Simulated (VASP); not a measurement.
Wanted: the native input for a VASP 6.6.1 run.

- Task: single point
- Functional: LDA
- Potentials or basis: VASP PAW LDA potentials, release 64 (Ga_d, P)
- Cutoff: 520 eV
- k mesh: 12 × 12 × 12
- Occupations: gaussian, width 0.05 eV
- Spin: no spin polarisation
- Dipole correction: no
- Further INCAR settings: ALGO = Normal; EDIFF = 1e-06; NBANDS = 26

The structure of GaP lies in POSCAR:

```
GaP
1.0
    1.7875739614      1.0320563078      5.9163452923
   -1.7875739614      1.0320563078      5.9163452923
    0.0000000000     -2.0641126157      5.9163452923
Ga P
2 2
Direct
    0.4353720000      0.4353720000      0.4353720000
    0.5646280000      0.5646280000      0.5646280000
    0.0573890000      0.0573890000      0.0573890000
    0.9426110000      0.9426110000      0.9426110000
```

This cell differs from its parent crystal: strain -0.080 along x and y, -0.080 along z.

One way to write it, as run:

INCAR

```
SYSTEM = GaP
PREC     = Accurate       ! precision mode
ENCUT    = 520            ! plane-wave cutoff, eV
EDIFF    = 1E-6           ! SCF threshold, eV
ISMEAR   = 0              ! smearing method
SIGMA    = 0.05           ! smearing width, eV
LREAL    = .FALSE.        ! projectors in reciprocal space
LASPH    = .TRUE.         ! aspherical terms in the spheres
NELM     = 80             ! most SCF steps
ALGO     = Normal         ! electronic algorithm
ISIF     = 2              ! what is computed and relaxed
LWAVE    = .FALSE.        ! write WAVECAR
LCHARG   = .FALSE.        ! write CHGCAR
NBANDS   = 26             ! bands
```

KPOINTS

```
regular mesh
0
G
  12 12 12
  0 0 0
```

Potentials or basis: VASP PAW LDA potentials, release 64 (Ga_d, P).

Run with:

```console
$ cat potpaw_LDA.64/Ga_d/POTCAR potpaw_LDA.64/P/POTCAR > POTCAR
$ mpirun -np 1 vasp_std > vasp.out
```

Results of the run:

- Pressure: 23.6 GPa
- Largest force: 1.000 eV/Å
- Band gap on the k mesh: 0.45 eV (least direct gap 1.31 eV)

Caveat: the cell differs from its parent crystal (strain -0.080 along x and y, -0.080 along z); the cell stands under pressure; forces of over 1 eV/Å act on the atoms, so gaps and moduli don't describe the material at rest.

Wall time 5.2 min on 1 thread of Intel(R) Xeon(R) 6975P-C (Granite Rapids), with other jobs on the host, peak memory 0.44 GiB.
